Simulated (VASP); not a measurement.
Set up this calculation in VASP 6.6.1, as the native input.

| Item | Value |
| --- | --- |
| Task | single point |
| Functional | PBE |
| Potentials or basis | VASP PAW PBE potentials, release 64 (Mg, I) |
| Cutoff | 520 eV |
| k mesh | 6 × 6 × 6 |
| Occupations | fermi-dirac, width 0.02 eV |
| Spin | no spin polarisation |
| Dipole correction | no |
| Further INCAR settings | ALGO = Normal; EDIFF = 1e-06; NBANDS = 15 |

The structure of MgI2 lies in POSCAR:

```
MgI2
1.0
    0.0000000000      3.7557205824      3.7557205824
    3.7557205824      0.0000000000      3.7557205824
    3.7557205824      3.7557205824      0.0000000000
Mg I
1 2
Direct
    0.0000000000      0.0000000000      0.0000000000
    0.2500000000      0.2500000000      0.2500000000
    0.7500000000      0.7500000000      0.7500000000
```

One way to write it, as run:

INCAR

```
SYSTEM = MgI2
  PREC = Accurate
  ENCUT = 520
  EDIFF = 1E-6
  ISMEAR = -1
  SIGMA = 0.02
  LREAL = .FALSE.
  LASPH = .TRUE.
  NELM = 100
  ALGO = Normal
  ISIF = 2
  LWAVE = .FALSE.
  LCHARG = .TRUE.
  GGA = PE
  LELF = .TRUE.
  LVHAR = .TRUE.
  NBANDS = 15
```

KPOINTS

```
regular mesh
0
G
  6 6 6
  0 0 0
```

Potentials or basis: VASP PAW PBE potentials, release 64 (Mg, I).

Run with:

```sh
$ cat potpaw_PBE.64/Mg/POTCAR potpaw_PBE.64/I/POTCAR > POTCAR
$ mpirun -np 1 vasp_std > vasp.out
```

It gave:

```yaml
Pressure: 0.2 GPa
Band_gap_on_the_k_mesh: 0.58 eV (least direct gap 1.06 eV)
```

Caveat: spin-orbit coupling is left out, which moves the levels of the heavy elements.

It took 23 s on 1 thread of Intel(R) Xeon(R) Platinum 8488C (Sapphire Rapids) (shared host), peak memory 0.24 GiB.
